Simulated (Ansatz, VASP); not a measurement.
## NaF: VASP beside Ansatz

Contents of INCAR:

```
PREC = Accurate ; ENCUT = 520
EDIFF = 1E-6 ; ISMEAR = -1
SIGMA = 0.03 ; LREAL = F
LASPH = T ; NELM = 80
ALGO = Normal ; ISIF = 2
LWAVE = F ; LCHARG = F
GGA = CA ; NBANDS = 14
```

The input KPOINTS:

```
Automatic mesh
0
Gamma
  10 10 10
```

Contents of POSCAR:

```
NaF
1.0
    0.0000000000      2.2550000806      2.2550000806
    2.2550000806      0.0000000000      2.2550000806
    2.2550000806      2.2550000806      0.0000000000
Na F
1 1
Direct
    0.0000000000      0.0000000000      0.0000000000
    0.5000000000      0.5000000000      0.5000000000
```

Input for Ansatz:

```yaml
crystal:
  lattice:
    - [0.0, 2.2550000806, 2.2550000806]
    - [2.2550000806, 0.0, 2.2550000806]
    - [2.2550000806, 2.2550000806, 0.0]
  atoms:
    - { symbol: Na, position: [0.0, 0.0, 0.0] }
    - { symbol: F, position: [0.5, 0.5, 0.5] }
kpoints:
  mp_grid: { grid: [10, 10, 10] }
scf:
  occupations: { method: fermi_dirac, width: 0.03 }
hamiltonian:
  xc: lda
  pseudopotentials: { kind: all_electron, lapw: { basis_error: 0.00025 } }
output:
  forces: true
  stress: true
  eigenvalues: true
```

Change from the starting cell: volume scaled by 0.96.

Alike in both runs: task single point; functional LDA; k mesh 10 × 10 × 10; occupations fermi-dirac, width 0.03 eV; no spin polarisation.

|  | VASP | Ansatz |
| --- | --- | --- |
| version | VASP 6.6.1 | Ansatz 0.2.0 |
| potentials or method | VASP PAW LDA potentials, release 64 (Na_pv, F), cutoff 520 eV | all-electron LAPW, scalar-relativistic |

VASP gave:

```
gap on the k mesh at the Fermi level (eV) : 6.41
pressure (GPa)                            : -0.3
```

Q: Estimate Ansatz's values.

A: gap on the k mesh at the Fermi level (eV): 6.42; pressure (GPa): -0.3.

LDA's correlation is that of Perdew and Zunger in VASP and of Perdew and Wang (1992) in Ansatz. Ansatz ran all-electron here, and VASP with PAW potentials.
